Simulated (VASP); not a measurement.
# Au (R-3m) in VASP: further runs

The runs below take Au through single point, with PBEsol.

Everything below comes from runs of VASP 6.6.1. Logs are shortened: lines on timing, memory, paths and dates and some standing lists are left out, and cuts for length are marked.

## (1) The cell of the first run

Symmetry: R-3m, No. 166, trigonal system. The conventional cell has a = 5.558 Å, b = 5.558 Å, c = 2.042 Å, α = 90.00°, β = 90.00°, γ = 120.00°. Au (site symmetry -3m) has 2 Au at 2.04 Å within 2.7 Å.

## (2) Single point, PBEsol

The input, INCAR:

```
  PREC = Accurate
  ENCUT = 520
  EDIFF = 1E-7
  ISMEAR = 0
  SIGMA = 0.15
  LREAL = F
  LASPH = T
  NELM = 60
  ALGO = Fast
  ISIF = 2
  LWAVE = F
  LCHARG = F
  GGA = PS
  NBANDS = 12
```

The input, KPOINTS:

```
Automatic mesh
0
Gamma
  22 22 22
```

The input, POSCAR:

```
Au
1.0
   -2.2268976259      1.7029217140      1.7029217140
    1.7029217140     -2.2268976259      1.7029217140
    1.7029217140      1.7029217140     -2.2268976259
Au
1
Direct
    0.0000000000      0.0000000000      0.0000000000
```

Potentials or basis: VASP PAW PBE potentials, release 64 (Au).

On the command line:

```bash
$ cat potpaw_PBE.64/Au/POTCAR > POTCAR
$ mpirun -np 1 vasp_std > vasp.out
```

OUTCAR:

```text
PREC = Accurate
   ENCUT = 520
   EDIFF = 1E-7
   ISMEAR = 0
   LREAL = F
   LASPH = T
   NELM = 60
   ISIF = 2
   GGA = PS

 ion  position               nearest neighbor table
   1  0.000  0.000  0.000-

  LATTYP: Found a trigonal (rhomboedric) cell.
 ALAT       =     3.2800850239
 COS(alpha) =    -0.4354066986

  Lattice vectors:

 A1 = (  -2.2268976259,   1.7029217140,   1.7029217140)
 A2 = (   1.7029217140,  -2.2268976259,   1.7029217140)
 A3 = (   1.7029217140,   1.7029217140,  -2.2268976259)

Analysis of symmetry for initial positions (statically):
=====================================================================
 Subroutine PRICEL returns:
 Original cell was already a primitive cell.

 Routine SETGRP: Setting up the symmetry group for a
 trigonal (rhombohedral) supercell.

 Subroutine GETGRP returns: Found 12 space group operations
 (whereof 12 operations were pure point group operations)
 out of a pool of 12 trial point group operations.

The static configuration has the point symmetry D_3d.

Analysis of symmetry for dynamics (positions and initial velocities):
=====================================================================
 Subroutine PRICEL returns:
 Original cell was already a primitive cell.

 Routine SETGRP: Setting up the symmetry group for a
 trigonal (rhombohedral) supercell.

 Subroutine GETGRP returns: Found 12 space group operations
 (whereof 12 operations were pure point group operations)
 out of a pool of 12 trial point group operations.

The dynamic configuration has the point symmetry D_3d.

 Subroutine INISYM returns: Found 12 space group operations
 (whereof 12 operations are pure point group operations),
 and found     1 'primitive' translations

----------------------------------------------------------------------------------------

                                     Primitive cell

  volume of cell :      18.2070

  direct lattice vectors                    reciprocal lattice vectors
    -2.226897626  1.702921714  1.702921714     0.113095388  0.367560012  0.367560012
     1.702921714 -2.226897626  1.702921714     0.367560012  0.113095388  0.367560012
     1.702921714  1.702921714 -2.226897626     0.367560012  0.367560012  0.113095388

  length of vectors
     3.280085024  3.280085024  3.280085024     0.531969258  0.531969258  0.531969258

[... 84 lines left out ...]
   ISIF   =      2    stress and relaxation
   ISYM   =      2    0-nonsym 1-usesym 2-fastsym
   POTIM  = 0.5000    time-step for ionic-motion
   TEBEG  =    0.0;   TEEND  =   0.0 temperature during run
   PSTRESS=    0.0 pullay stress
   NELECT =      11.0000    total number of electrons
   NUPDOWN=      -1.0000    fix difference up-down
   EMIN   =  10.00;   EMAX   =-10.00  energy-range for DOS
   EFERMI =   0.00;   METHOD = LEGACY
   ISMEAR =     0;   SIGMA  =   0.15  broadening in eV -4-tet -1-fermi 0-gaus
   EFERMI_NEDOS =   21; number of points for ismear=-14 and -15
   IALGO  =     68    algorithm
   IMIX   =      4    mixing-type and parameters
     AMIX     =   0.40;   BMIX     =  1.00
     AMIX_MAG =   1.60;   BMIX_MAG =  1.00
  volume/ion in A,a.u.               =      18.21       122.87
  Fermi-wavevector in a.u.,A,eV,Ry     =   1.383968  2.615320 26.060157  1.915367
  Thomas-Fermi vector in A             =   2.508516
   LORBIT       =      0    0 simple, 1 ext, 2 COOP (PROOUT), +10 PAW based schemes
   GGA     = PS    functional components
   LHFCALC =     F    Hartree Fock is set to
   AEXX    =    0.0000 exact exchange contribution
   IVDW    =     0    specifies the selected vdW correction
   LEPSILON=     F    determine dielectric tensor
   LRPA    =     F    only Hartree local field effects (RPA)
 non-spin polarized calculation
 RMM-DIIS sequential band-by-band and
 Gauss-broadening in eV      SIGMA  =   0.15
  energy-cutoff  :      520.00
  volume of cell :       18.21
 maximum number of plane-waves:       507
   NGX = 13   NGY = 13   NGZ = 13

 number of electron      10.9999999 magnetization

 Free energy of the ion-electron system (eV)
  ---------------------------------------------------
  ext. energy  EPLUGINS =         0.00000000
  ---------------------------------------------------
  free energy    TOTEN  =         0.22925890 eV

  energy without entropy =        0.23676587  energy(sigma->0) =        0.23301239

 E-fermi :   8.2273     XC(G=0): -12.2064

 val. band max:        8.1977722222   @ k =  -0.4091   0.4545   0.4091
 cond. band min:       8.2369179093   @ k =   0.4091   0.3182   0.0455
 fundamental gap:      0.0391456870
 Fermi energy:         8.2273160557

 k-point     1 :       0.0000    0.0000    0.0000
  band No.  band energies     occupation
      1      -3.5710      2.00000
      2      -0.0462      2.00000
      3       3.1578      2.00000
      4       3.1578      2.00000
      5       8.2954      0.52083
      6       8.2954      0.52083
      7      20.2055      0.00000
      8      20.2055      0.00000
      9      20.2549      0.00000
     10      28.1225      0.00000
     11      28.1225      0.00000
     12      30.3055      0.00000
[... 331 lines left out ...]
 k-point    24 :      -0.4545    0.0455    0.0000
  band No.  band energies     occupation
      1      -0.1497      2.00000
      2       0.3813      2.00000
      3       4.9199      2.00000
      4       5.2806      2.00000
      5       6.5826      2.00000
      6      10.5084      0.00000
      7      19.8099      0.00000
      8      20.7025      0.00000
      9      22.1255      0.00000
     10      28.1452      0.00000
     11      28.6560      0.00000
     12      30.9788      0.00000

 [... further k-points ...]

------------------------ aborting loop because EDIFF is reached ----------------------------------------

  FORCE on cell =-STRESS in cart. coord.  units (eV):
  Direction    XX          YY          ZZ          XY          YZ          ZX
  --------------------------------------------------------------------------------------
  -------------------------------------------------------------------------------------
  Total       11.3929748     11.3929748     11.3929748     11.4585378     11.4585378     11.4585378
  in kB     1002.5561592   1002.5561592   1002.5561592   1008.3255479   1008.3255479   1008.3255479
  external PRESSURE =    1002.5561592 kB  Pullay stress =       0.0000000 kB

 VOLUME and BASIS-vectors are now :
 -----------------------------------------------------------------------------
  energy-cutoff  :      520.00
  volume of cell :       18.21
      direct lattice vectors                 reciprocal lattice vectors
    -2.226897626  1.702921714  1.702921714     0.113095388  0.367560012  0.367560012
     1.702921714 -2.226897626  1.702921714     0.367560012  0.113095388  0.367560012
     1.702921714  1.702921714 -2.226897626     0.367560012  0.367560012  0.113095388

 POSITION                                       TOTAL-FORCE (eV/Angst)
 -----------------------------------------------------------------------------------
      0.00000      0.00000      0.00000         0.000000     -0.000000      0.000000
 -----------------------------------------------------------------------------------
    total drift:                                0.000000      0.000000     -0.000000

  FREE ENERGIE OF THE ION-ELECTRON SYSTEM (eV)
  ---------------------------------------------------
  free  energy   TOTEN  =         0.2292589039 eV

  energy  without entropy=        0.2367658682  energy(sigma->0) =        0.23301239
```

stdout:

```text
POSCAR found type information on POSCAR Au
 POSCAR found :  1 types and       1 ions
 scaLAPACK will be used
 -----------------------------------------------------------------------------
|                                                                             |
|                                                                             |
|     You enforced a specific xc type in the INCAR file but a different       |
|     I HOPE YOU KNOW WHAT YOU ARE DOING!                                     |
|                                                                             |
 -----------------------------------------------------------------------------

 LDA part: xc-table for (Slater+PW92), standard interpolation
 POSCAR, INCAR and KPOINTS ok, starting setup
 FFT: planning ... GRIDC
 FFT: planning ... GRID_SOFT
 FFT: planning ... GRID
 WAVECAR not read
 entering main loop
```

It took 5.7 min on 1 thread of Intel Xeon 8259CL, shared host; peak memory 0.33 GiB.

What came out:

| Item | Value |
| --- | --- |
| Free energy | 0.2293 eV |
| Pressure | 100.3 GPa |
| Band gap on the k mesh | zero (an odd number of electrons rules out a gap without spin polarisation) |

Stress tensor (GPa, compression positive):
```
100.26 100.83 100.83
100.83 100.26 100.83
100.83 100.83 100.26
```

Caveat: the cell stands under pressure; the PAW data sets were made with another functional, which shifts forces and pressure a little; spin-orbit coupling is left out, which moves the levels of the heavy elements.

## (3) Single point, PBEsol

This run uses another cell than the first one, of the same volume but with other edges.

The input, INCAR:

```
ALGO = Fast
EDIFF = 1E-6
ENCUT = 520
GGA = PS
ISIF = 2
ISMEAR = 0
LASPH = True
LCHARG = True
LELF = True
LREAL = False
LVHAR = True
LWAVE = False
NBANDS = 12
NELM = 100
PREC = Accurate
SIGMA = 0.15
```

The input, KPOINTS:

```
k-points
0
Gamma
  22 22 22
```

The input, POSCAR:

```
Au
1.0
   -1.8370007372      1.6620482860      1.6620482860
    1.6620482860     -1.8370007372      1.6620482860
    1.6620482860      1.6620482860     -1.8370007372
Au
1
Direct
    0.0000000000      0.0000000000      0.0000000000
```

Potentials or basis: VASP PAW PBE potentials, release 64 (Au).

On the command line:

```bash
$ cat potpaw_PBE.64/Au/POTCAR > POTCAR
$ mpirun -np 1 vasp_std > vasp.out
```

Wall time 4.4 min (1 thread of Intel Xeon 8259CL, shared host); peak memory 0.33 GiB.

It converged, with:

```yaml
Free_energy: -3.7037 eV
Pressure: -2.3 GPa
Band_gap_on_the_k_mesh: zero (an odd number of electrons rules out a gap without spin polarisation)
```

Stress tensor (GPa, compression positive):
```
-2.28 11.21 11.21
11.21 -2.28 11.21
11.21 11.21 -2.28
```

Levels at points of the mesh, in eV from the Fermi level:
| k point | band 1 | band 2 | band 3 | band 4 | band 5 | band 6 | band 7 | band 8 | band 9 | band 10 |
| --- | --- | --- | --- | --- | --- | --- | --- | --- | --- | --- |
| (0.00, 0.00, 0.00) | -9.20 | -5.74 | -4.11 | -4.11 | -2.32 | -2.32 | 14.89 | 16.43 | 16.43 | 23.08 |
| (0.50, 0.00, 0.00) | -6.49 | -5.23 | -2.99 | -2.98 | -1.18 | 0.46 | 5.00 | 12.00 | 12.90 | 20.74 |
| (0.50, 0.50, 0.00) | -7.13 | -5.83 | -2.27 | -2.14 | -1.52 | -0.88 | 2.11 | 10.89 | 16.82 | 19.09 |
| (0.50, 0.50, 0.50) | -6.28 | -6.28 | -2.10 | -2.10 | -0.77 | 6.19 | 6.63 | 6.63 | 9.70 | 15.42 |

Caveat: the PAW data sets were made with another functional, which shifts forces and pressure a little; spin-orbit coupling is left out, which moves the levels of the heavy elements.

[end of part 1 of 3]
